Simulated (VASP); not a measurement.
Here is a VASP 6.6.1 calculation.

File INCAR:

```
SYSTEM = ReCl
ALGO     = Normal         ! electronic algorithm
EDIFF    = 1E-6           ! SCF threshold, eV
ENCUT    = 520            ! plane-wave cutoff, eV
GGA      = PE             ! functional
ISIF     = 2              ! what is computed and relaxed
ISMEAR   = 0              ! smearing method
LASPH    = .TRUE.         ! aspherical terms in the spheres
LCHARG   = .FALSE.        ! write CHGCAR
LREAL    = .FALSE.        ! projectors in reciprocal space
LWAVE    = .FALSE.        ! write WAVECAR
NBANDS   = 22             ! bands
NELM     = 100            ! most SCF steps
PREC     = Accurate       ! precision mode
SIGMA    = 0.1            ! smearing width, eV
```

Contents of KPOINTS:

```
k-points
0
G
  18 18 4
  0 0 0
```

Contents of POSCAR:

```
ReCl
1.0
    2.7957999539      0.0000000000      0.0000000000
   -1.3978999769      2.4212337840      0.0000000000
    0.0000000000      0.0000000000     13.9968392422
Re Cl
2 2
Direct
    0.3333333333      0.6666666667      0.1137971549
    0.6666666667      0.3333333333      0.6137971549
    0.3333333333      0.6666666667      0.2683028451
    0.6666666667      0.3333333333      0.7683028451
```

Potentials or basis: VASP PAW PBE potentials, release 64 (Re, Cl).

The run is started by

```bash
$ cat potpaw_PBE.64/Re/POTCAR potpaw_PBE.64/Cl/POTCAR > POTCAR
$ mpirun -np 1 vasp_std > vasp.out
```

**Question.** Estimate the pressure.

**Answer.** 0.0 GPa.

**Question.** Estimate the band gap on the k mesh.

**Answer.** Zero (bands 14 and 15 overlap by 2.29 eV).

**Question.** What does it give for the largest force?

**Answer.** 0.130 eV/Å.

Forces on the atoms (eV/Å):
```
Re   0.000  0.000 -0.130
Re   0.000  0.000 -0.130
Cl   0.000  0.000  0.130
Cl   0.000  0.000  0.130
```

Caveat: spin-orbit coupling is left out, which moves the levels of the heavy elements.
